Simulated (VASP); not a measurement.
# Pt (Fm-3m) in VASP: further runs

Runs on Pt. Level: PBEsol. Tasks: single point, relaxation of cell and atoms.

All numbers are computed with VASP 6.6.1; they aren't measurements. Logs are shortened: lines on timing, memory, paths and dates and some standing lists are left out, and cuts for length are marked.

### 1 The cell of the first run

It takes space group Fm-3m (No. 225, cubic). The conventional cell has a = 3.917 Å, b = 3.917 Å, c = 3.917 Å, α = 90.00°, β = 90.00°, γ = 90.00°. Within 3.7 Å of Pt (site symmetry m-3m) lie 12 Pt at 2.77 Å.

### 2 Single point, PBEsol

Input file INCAR:

```
SYSTEM = Pt
  PREC = Accurate
  ENCUT = 520
  EDIFF = 1E-6
  ISMEAR = 1
  SIGMA = 0.05
  LREAL = .FALSE.
  LASPH = .TRUE.
  NELM = 100
  ALGO = Normal
  ISIF = 2
  LWAVE = .FALSE.
  LCHARG = .TRUE.
  GGA = PS
  LELF = .TRUE.
  LVHAR = .TRUE.
  NBANDS = 11
```

Input file KPOINTS:

```
Automatic mesh
0
G
  19 19 19
  0 0 0
```

Input file POSCAR:

```
Pt
1.0
    0.0000000000      1.9587099148      1.9587099148
    1.9587099148      0.0000000000      1.9587099148
    1.9587099148      1.9587099148      0.0000000000
Pt
1
Direct
    0.0000000000      0.0000000000      0.0000000000
```

Potentials or basis: VASP PAW PBE potentials, release 64 (Pt).

Started as:

```sh
> cat potpaw_PBE.64/Pt/POTCAR > POTCAR
> mpirun -np 1 vasp_std > vasp.out
```

OUTCAR:

```text
SYSTEM = Pt
   PREC = Accurate
   ENCUT = 520
   EDIFF = 1E-6
   ISMEAR = 1
   LREAL = .FALSE.
   LASPH = .TRUE.
   NELM = 100
   ISIF = 2
   GGA = PS

 ion  position               nearest neighbor table
   1  0.000  0.000  0.000-

  LATTYP: Found a face centered cubic cell.
 ALAT       =     3.9174198296

  Lattice vectors:

 A1 = (   0.0000000000,   1.9587099148,   1.9587099148)
 A2 = (   1.9587099148,   0.0000000000,   1.9587099148)
 A3 = (   1.9587099148,   1.9587099148,   0.0000000000)

Analysis of symmetry for initial positions (statically):
=====================================================================
 Subroutine PRICEL returns:
 Original cell was already a primitive cell.

 Routine SETGRP: Setting up the symmetry group for a
 face centered cubic supercell.

 Subroutine GETGRP returns: Found 48 space group operations
 (whereof 48 operations were pure point group operations)
 out of a pool of 48 trial point group operations.

The static configuration has the point symmetry O_h .

Analysis of symmetry for dynamics (positions and initial velocities):
=====================================================================
 Subroutine PRICEL returns:
 Original cell was already a primitive cell.

 Routine SETGRP: Setting up the symmetry group for a
 face centered cubic supercell.

 Subroutine GETGRP returns: Found 48 space group operations
 (whereof 48 operations were pure point group operations)
 out of a pool of 48 trial point group operations.

The dynamic configuration has the point symmetry O_h .

 Subroutine INISYM returns: Found 48 space group operations
 (whereof 48 operations are pure point group operations),
 and found     1 'primitive' translations

----------------------------------------------------------------------------------------

                                     Primitive cell

  volume of cell :      15.0294

  direct lattice vectors                    reciprocal lattice vectors
     0.000000000  1.958709915  1.958709915    -0.255270061  0.255270061  0.255270061
     1.958709915  0.000000000  1.958709915     0.255270061 -0.255270061  0.255270061
     1.958709915  1.958709915  0.000000000     0.255270061  0.255270061 -0.255270061

  length of vectors
     2.770034126  2.770034126  2.770034126     0.442140716  0.442140716  0.442140716

  position of ions in fractional coordinates (direct lattice)
     0.000000000  0.000000000  0.000000000

  ion indices of the primitive-cell ions
   primitive index   ion index
                 1           1

----------------------------------------------------------------------------------------

 KPOINTS: Automatic mesh

Automatic generation of k-mesh.
 Grid dimensions read from file:
 generate k-points for:   19   19   19

 Generating k-lattice:

  Cartesian coordinates                     Fractional coordinates (reciprocal lattice)
    -0.013435266  0.013435266  0.013435266     0.052631579  0.000000000  0.000000000
     0.013435266 -0.013435266  0.013435266     0.000000000  0.052631579  0.000000000
     0.013435266  0.013435266 -0.013435266     0.000000000  0.000000000  0.052631579

  Length of vectors
     0.023270564  0.023270564  0.023270564

  Shift w.r.t. Gamma in fractional coordinates (k-lattice)
     0.000000000  0.000000000  0.000000000

 Subroutine IBZKPT returns following result:
 ===========================================

 Found    220 irreducible k-points:

 Following reciprocal coordinates:
            Coordinates               Weight
  0.000000  0.000000  0.000000      1.000000
  0.052632  0.000000  0.000000      8.000000
  0.105263  0.000000  0.000000      8.000000
  0.157895  0.000000  0.000000      8.000000
  0.210526  0.000000  0.000000      8.000000
  0.263158  0.000000  0.000000      8.000000
[... 16 lines left out ...]
 -0.315789  0.052632  0.000000     24.000000
 -0.263158  0.052632  0.000000     24.000000
 [... further k-points ...]
   k-points           NKPTS =    220   k-points in BZ     NKDIM =    220   number of bands    NBANDS=     11
   number of dos      NEDOS =    301   number of ions     NIONS =      1
   total plane-waves  NPLWV =  13824
   dimension x,y,z NGX =    24 NGY =   24 NGZ =   24
   dimension x,y,z NGXF=    48 NGYF=   48 NGZF=   48
   ions per type =               1
   NGX,Y,Z   is equivalent  to a cutoff of  14.40, 14.40, 14.40 a.u.
   NGXF,Y,Z  is equivalent  to a cutoff of  28.81, 28.81, 28.81 a.u.
 SYSTEM =  Pt
   PREC   = accura    normal or accurate (medium, high low for compatibility)
   ISTART =      0    job   : 0-new  1-cont  2-samecut
   ICHARG =      2    charge: 1-file 2-atom 10-const
   ISPIN  =      1    spin polarized calculation?
   LNONCOLLINEAR =      F non collinear calculations
   LSORBIT =      F    spin-orbit coupling
   LASPH  =      T    aspherical Exc in radial PAW
   ENCUT  =  520.0 eV  38.22 Ry    6.18 a.u.   5.15  5.15  5.15*2*pi/ulx,y,z
   NELM   =    100;   NELMIN=  2; NELMDL= -5     # of ELM steps
   EDIFF  = 0.1E-05   stopping-criterion for ELM
   LREAL  =      F    real-space projection
   EDIFFG = 0.1E-04   stopping-criterion for IOM
   NSW    =      0    number of steps for IOM
   IBRION =     -1    ionic relax: 0-MD 1-quasi-New 2-CG
   NFREE  =      0    steps in history (QN), initial steepest desc. (CG)
   ISIF   =      2    stress and relaxation
   ISYM   =      2    0-nonsym 1-usesym 2-fastsym
   POTIM  = 0.5000    time-step for ionic-motion
   TEBEG  =    0.0;   TEEND  =   0.0 temperature during run
   PSTRESS=    0.0 pullay stress
   NELECT =      10.0000    total number of electrons
   NUPDOWN=      -1.0000    fix difference up-down
   EMIN   =  10.00;   EMAX   =-10.00  energy-range for DOS
   EFERMI =   0.00;   METHOD = LEGACY
   ISMEAR =     1;   SIGMA  =   0.05  broadening in eV -4-tet -1-fermi 0-gaus
   EFERMI_NEDOS =   21; number of points for ismear=-14 and -15
   IALGO  =     38    algorithm
   IMIX   =      4    mixing-type and parameters
     AMIX     =   0.40;   BMIX     =  1.00
     AMIX_MAG =   1.60;   BMIX_MAG =  1.00
  volume/ion in A,a.u.               =      15.03       101.42
  Fermi-wavevector in a.u.,A,eV,Ry     =   1.429206  2.700807 27.791650  2.042629
  Thomas-Fermi vector in A             =   2.549184
   LORBIT       =      0    0 simple, 1 ext, 2 COOP (PROOUT), +10 PAW based schemes
   GGA     = PS    functional components
   LHFCALC =     F    Hartree Fock is set to
   AEXX    =    0.0000 exact exchange contribution
   IVDW    =     0    specifies the selected vdW correction
   LEPSILON=     F    determine dielectric tensor
   LRPA    =     F    only Hartree local field effects (RPA)
 non-spin polarized calculation
 Methfessel and Paxton  Order N= 1 SIGMA  =   0.05
  energy-cutoff  :      520.00
  volume of cell :       15.03
 maximum number of plane-waves:       416
 NGX is ok and might be reduce to    24
   NGX = 11   NGY = 11   NGZ = 11

 number of electron      10.0000000 magnetization

 Free energy of the ion-electron system (eV)
  ---------------------------------------------------
  ext. energy  EPLUGINS =         0.00000000
  ---------------------------------------------------
  free energy    TOTEN  =        -6.96372702 eV

  energy without entropy =       -6.96363435  energy(sigma->0) =       -6.96369613

 E-fermi :  11.1462     XC(G=0): -13.6489

 val. band max:       11.1445557268   @ k =  -0.3684   0.3684   0.1579
 cond. band min:      11.1490976988   @ k =   0.4211   0.1579   0.0000
 fundamental gap:      0.0045419720
 Fermi energy:        11.1462303844

 k-point     1 :       0.0000    0.0000    0.0000
  band No.  band energies     occupation
      1       0.8277      2.00000
      2       7.3316      2.00000
      3       7.3316      2.00000
      4       7.3316      2.00000
      5       9.5253      2.00000
      6       9.5253      2.00000
      7      25.7754      0.00000
      8      30.7561      0.00000
      9      30.7561      0.00000
     10      30.7561      0.00000
     11      36.0684      0.00000

 k-point     2 :       0.0526    0.0000    0.0000
  band No.  band energies     occupation
      1       0.9400      2.00000
      2       7.2803      2.00000
      3       7.3768      2.00000
      4       7.3768      2.00000
      5       9.4994      2.00000
      6       9.4994      2.00000
      7      25.9521      0.00000
      8      30.1433      0.00000
      9      30.9293      0.00000
     10      30.9293      0.00000
     11      36.7486      0.00000

 k-point     3 :       0.1053    0.0000    0.0000
  band No.  band energies     occupation
      1       1.2678      2.00000
      2       7.1462      2.00000
      3       7.4973      2.00000
      4       7.4973      2.00000
      5       9.4412      2.00000
      6       9.4412      2.00000
      7      26.4391      0.00000
      8      28.8345      0.00000
      9      31.4345      0.00000
     10      31.4345      0.00000
     11      37.6888      0.00000

 k-point     4 :       0.1579    0.0000    0.0000
  band No.  band energies     occupation
      1       1.7801      2.00000
      2       6.9868      2.00000
      3       7.6419      2.00000
      4       7.6419      2.00000
      5       9.4126      2.00000
      6       9.4126      2.00000
      7      27.0764      0.00000
      8      27.3357      0.00000
      9      32.2264      0.00000
     10      32.2264      0.00000
     11      36.3850      0.00000
[... 239 lines left out ...]
 k-point    22 :      -0.3684    0.0526    0.0000
  band No.  band energies     occupation
      1       3.8137      2.00000
      2       7.3591      2.00000
      3       7.4634      2.00000
      4       8.5735      2.00000
      5      10.5290      2.00000
      6      11.2339     -0.03250
      7      19.5598      0.00000
      8      26.0615      0.00000
      9      30.3608      0.00000
     10      31.8119      0.00000
     11      37.0876      0.00000

 k-point    23 :      -0.3158    0.0526    0.0000
  band No.  band energies     occupation
      1       3.6691      2.00000
      2       7.4713      2.00000
      3       7.5917      2.00000
      4       7.6803      2.00000
      5      10.0572      2.00000
      6      10.7568      2.00000
      7      21.5036      0.00000
      8      26.6744      0.00000
      9      31.1886      0.00000
     10      33.3079      0.00000
     11      35.4476      0.00000

 k-point    24 :      -0.2632    0.0526    0.0000
  band No.  band energies     occupation
      1       3.3027      2.00000
      2       7.0274      2.00000
      3       7.6572      2.00000
      4       7.7258      2.00000
      5       9.6043      2.00000
      6      10.2922      2.00000
      7      23.4427      0.00000
      8      27.3594      0.00000
      9      32.0542      0.00000
     10      34.0597      0.00000
     11      35.0826      0.00000

 [... further k-points ...]

------------------------ aborting loop because EDIFF is reached ----------------------------------------

  FORCE on cell =-STRESS in cart. coord.  units (eV):
  Direction    XX          YY          ZZ          XY          YZ          ZX
  --------------------------------------------------------------------------------------
  -------------------------------------------------------------------------------------
  Total       -0.0413215     -0.0413215     -0.0413215      0.0000000      0.0000000     -0.0000000
  in kB       -4.4050063     -4.4050063     -4.4050063      0.0000000      0.0000000     -0.0000000
  external PRESSURE =      -4.4050063 kB  Pullay stress =       0.0000000 kB

 VOLUME and BASIS-vectors are now :
 -----------------------------------------------------------------------------
  energy-cutoff  :      520.00
  volume of cell :       15.03
      direct lattice vectors                 reciprocal lattice vectors
     0.000000000  1.958709915  1.958709915    -0.255270061  0.255270061  0.255270061
     1.958709915  0.000000000  1.958709915     0.255270061 -0.255270061  0.255270061
     1.958709915  1.958709915  0.000000000     0.255270061  0.255270061 -0.255270061

 POSITION                                       TOTAL-FORCE (eV/Angst)
 -----------------------------------------------------------------------------------
      0.00000      0.00000      0.00000         0.000000      0.000000      0.000000
 -----------------------------------------------------------------------------------
    total drift:                               -0.000000      0.000000     -0.000000

  FREE ENERGIE OF THE ION-ELECTRON SYSTEM (eV)
  ---------------------------------------------------
  free  energy   TOTEN  =        -6.9637270245 eV

  energy  without entropy=       -6.9636343536  energy(sigma->0) =       -6.96369613
```

Run time: 10 s. Hardware: 1 thread of Intel Xeon 6975P-C (Granite Rapids), shared host; peak memory 0.17 GiB.

Results:

```
Free energy            : -6.9637 eV
Pressure               : -0.4 GPa
Band gap on the k mesh : zero (bands 5 and 6 overlap by 2.21 eV)
```

Caveat: the PAW data sets were made with another functional, which shifts forces and pressure a little; spin-orbit coupling is left out, which moves the levels of the heavy elements.

### 3 Relaxation of cell and atoms, PBEsol

This run uses another cell than the first one, of 15.08 Å³/atom.

Input file INCAR:

```
ALGO = Normal ; EDIFF = 1E-6
EDIFFG = -0.03 ; ENCUT = 600
GGA = PS ; IBRION = 2
ISIF = 3 ; ISMEAR = 1
LASPH = True ; LCHARG = False
LREAL = False ; LWAVE = False
NELM = 100 ; NSW = 80
PREC = Accurate ; SIGMA = 0.05
```

Input file KPOINTS:

```
k-points
0
Gamma
  19 19 19
```

Input file POSCAR:

```
Pt
1.0
    0.0000000000      1.9609000000      1.9609000000
    1.9609000000      0.0000000000      1.9609000000
    1.9609000000      1.9609000000      0.0000000000
Pt
1
Direct
    0.0000000000      0.0000000000      0.0000000000
```

Potentials or basis: VASP PAW PBE potentials, release 64 (Pt).

Started as:

```sh
> cat potpaw_PBE.64/Pt/POTCAR > POTCAR
> mpirun -np 1 vasp_std > vasp.out
```

OUTCAR:

```text
EDIFF = 1E-6
   EDIFFG = -0.03
   ENCUT = 600
   GGA = PS
   IBRION = 2
   ISIF = 3
   ISMEAR = 1
   LASPH = True
   LREAL = False
   NELM = 100
   NSW = 80
   PREC = Accurate

 ion  position               nearest neighbor table
   1  0.000  0.000  0.000-

  LATTYP: Found a face centered cubic cell.
 ALAT       =     3.9218000000

  Lattice vectors:

 A1 = (   0.0000000000,   1.9609000000,   1.9609000000)
 A2 = (   1.9609000000,   0.0000000000,   1.9609000000)
 A3 = (   1.9609000000,   1.9609000000,   0.0000000000)

Analysis of symmetry for initial positions (statically):
=====================================================================
 Subroutine PRICEL returns:
 Original cell was already a primitive cell.

 Routine SETGRP: Setting up the symmetry group for a
[... 254 lines left out ...]

 k-point     1 :       0.0000    0.0000    0.0000
  band No.  band energies     occupation
      1       0.8375      2.00000
      2       7.3473      2.00000
      3       7.3473      2.00000
      4       7.3473      2.00000
      5       9.5455      2.00000
      6       9.5455      2.00000
      7      25.7953      0.00000
      8      30.7830      0.00000
      9      30.7830      0.00000
[... 265 lines left out ...]
 k-point    24 :      -0.2632    0.0526    0.0000
  band No.  band energies     occupation
      1       3.3144      2.00000
      2       7.0427      2.00000
      3       7.6734      2.00000
      4       7.7422      2.00000
      5       9.6244      2.00000
      6      10.3137      2.00000
      7      23.4740      0.00000
      8      27.3850      0.00000
      9      32.0922      0.00000

 [... further k-points ...]

------------------------ aborting loop because EDIFF is reached ----------------------------------------

  FORCE on cell =-STRESS in cart. coord.  units (eV):
  Direction    XX          YY          ZZ          XY          YZ          ZX
  --------------------------------------------------------------------------------------
  -------------------------------------------------------------------------------------
  Total        0.0003802      0.0003802      0.0003802     -0.0000000      0.0000000      0.0000000
  in kB        0.0405792      0.0405792      0.0405792     -0.0000000      0.0000000      0.0000000
  external PRESSURE =       0.0405792 kB  Pullay stress =       0.0000000 kB
[... 16 lines left out ...]
  FREE ENERGIE OF THE ION-ELECTRON SYSTEM (eV)
  ---------------------------------------------------
  free  energy   TOTEN  =        -6.9637888061 eV

  energy  without entropy=       -6.9636979206  energy(sigma->0) =       -6.96375851

 reached required accuracy - stopping structural energy minimisation
```

CONTCAR:

```text
Pt
   1.00000000000000
     0.0000000000000000    1.9579228746416371    1.9579228746416371
     1.9579228746416371    0.0000000000000000    1.9579228746416371
     1.9579228746416371    1.9579228746416371    0.0000000000000000
  Pt
     1
Direct
     0.0000000000000000    0.0000000000000000    0.0000000000000000

  0.00000000E+00  0.00000000E+00  0.00000000E+00
```

Wall time 20 s (1 thread of Intel Xeon 6975P-C (Granite Rapids), shared host); peak memory 0.18 GiB.

What came out:

```yaml
Free_energy: -6.9638 eV
Relaxed_volume: 15.01 Å³/atom
Relaxed_cell: a = 2.769 Å, b = 2.769 Å, c = 2.769 Å, α = 60.00°, β = 60.00°, γ = 60.00°
Space_group_after_relaxing_to_0.1_Å: Fm-3m (No. 225)
Energy_gained_by_relaxing: 0.3 meV/atom
Ionic_steps: 3
Pressure_after_relaxing: 0.0 GPa
Band_gap_on_the_k_mesh: zero (bands 5 and 6 overlap by 2.21 eV)
```

Step by step:
| step | energy change (eV) | largest force (eV/Å) | pressure (GPa) | volume (Å³) |
| --- | --- | --- | --- | --- |
| 1 | 0.0000 | 0.0000 | -1.30 | 15.08 |
| 2 | 0.0021 | 0.0000 | 4.00 | 14.81 |
| 3 | -0.0003 | 0.0000 | 0.00 | 15.01 |

Final structure:
```cif
data_structure
_symmetry_space_group_name_H-M 'P 1'
_symmetry_Int_Tables_number 1
_cell_length_a 2.7689
_cell_length_b 2.7689
_cell_length_c 2.7689
_cell_angle_alpha 60.000
_cell_angle_beta 60.000
_cell_angle_gamma 60.000
_cell_volume 15.01
loop_
_atom_site_label
_atom_site_type_symbol
_atom_site_fract_x
_atom_site_fract_y
_atom_site_fract_z
_atom_site_occupancy
Pt1 Pt 0.00000 0.00000 0.00000 1
```

Caveat: the PAW data sets were made with another functional, which shifts forces and pressure a little; spin-orbit coupling is left out, which moves the levels of the heavy elements.
